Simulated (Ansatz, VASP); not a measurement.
## LiH in VASP and in Ansatz

File INCAR:

```
SYSTEM = LiH
PREC = Accurate
ENCUT = 520
EDIFF = 1E-8
ISMEAR = -1
SIGMA = 0.05
LREAL = .FALSE.
LASPH = .TRUE.
NELM = 100
ALGO = Normal
ISIF = 2
LWAVE = .FALSE.
LCHARG = .FALSE.
GGA = PE
LEFG = .TRUE.
NBANDS = 9
```

Contents of KPOINTS:

```
Automatic mesh
0
G
  13 13 13
  0 0 0
```

POSCAR

```
LiH
1.0
    0.0000000000      2.1730771716      2.1730771716
    2.1730771716      0.0000000000      2.1730771716
    2.1730771716      2.1730771716      0.0000000000
Li H
1 1
Direct
    0.0000000000      0.0000000000      0.0000000000
    0.2500000000      0.2500000000      0.2500000000
```

Input for Ansatz:

```yaml
crystal:
  lattice:
    - [0.0, 2.1730771716, 2.1730771716]
    - [2.1730771716, 0.0, 2.1730771716]
    - [2.1730771716, 2.1730771716, 0.0]
  atoms:
    - { symbol: Li, position: [0.0, 0.0, 0.0] }
    - { symbol: H, position: [0.25, 0.25, 0.25] }
kpoints:
  mp_grid: { grid: [13, 13, 13] }
scf:
  occupations: { method: fermi_dirac, width: 0.05 }
hamiltonian:
  xc: pbe
  pseudopotentials: { kind: paw }
output:
  forces: true
  stress: true
  eigenvalues: true
  efg: { contact_densities: true }
  write_density: true
  write_potential: true
  elf: true
  volumetric_format: npy
```

Change from the starting cell: volume scaled by 1.04, PAW files.

Alike in both runs: task electric field gradients; functional PBE; k mesh 13 × 13 × 13; occupations fermi-dirac, width 0.05 eV; no spin polarisation.

|  | VASP | Ansatz |
| --- | --- | --- |
| version | VASP 6.6.1 | Ansatz 0.2.0 |
| potentials or method | VASP PAW PBE potentials, release 64 (Li_sv, H) | PAW with Ansatz's default frozen-core files, scalar-relativistic |
| plane-wave cutoff (eV) | 520 | 420 |
| valence electrons in the cell | 4 | 4 |

|  | VASP | Ansatz | Ansatz less VASP |
| --- | --- | --- | --- |
| gap on the k mesh at the Fermi level (eV) | 4.27 | 4.27 | -0.005 |

With one functional, cell and mesh, what is left measures potentials, basis and numerics.

Noted on VASP's run: the cutoff is short for stress, so the pressure is rough.
